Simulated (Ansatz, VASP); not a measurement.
Two plane-wave programs on LiF

```
Li F
1.0
     3.06094    0.00000    0.00000
    -1.53047    2.65085    0.00000
     0.00000    0.00000    4.80732
Li F
2 2
Direct
  0.30404 0.74669 0.38115
  0.63738 0.41336 0.88115
  0.33333 0.66667 0.99384
  0.66667 0.33333 0.49384
```

Change from the starting cell: all Li atoms moved -0.300 Å, as atom 1 along Cartesian [1 -1 0].

Alike in both runs: task single point; functional LDA; k mesh 9 × 9 × 6; occupations gaussian, width 0.05 eV; no spin polarisation.

|  | VASP | Ansatz |
| --- | --- | --- |
| version | VASP 6.6.1 | Ansatz 0.2.0 |
| potentials or method | VASP PAW LDA potentials, release 64 (Li_sv, F), cutoff 520 eV | scalar-relativistic, plane waves, PAW |
| valence electrons in the cell | 20 | 20 |

Ansatz gave:

- gap on the k mesh at the Fermi level (eV): 7.42
- least direct gap on the mesh (eV): 7.42
- rms of the force components (eV/Å): 0.995

Problem. Estimate VASP's values.

Solution. gap on the k mesh at the Fermi level (eV): 7.40; least direct gap on the mesh (eV): 7.40; rms of the force components (eV/Å): 1.021.

LDA's correlation is that of Perdew and Zunger in VASP and of Perdew and Wang (1992) in Ansatz. Atom by atom the forces differ by 0.026 eV/Å (rms over components).

Noted on VASP's run: the cutoff is under 1.25 times that of the potentials, so the pressure is a little rough.
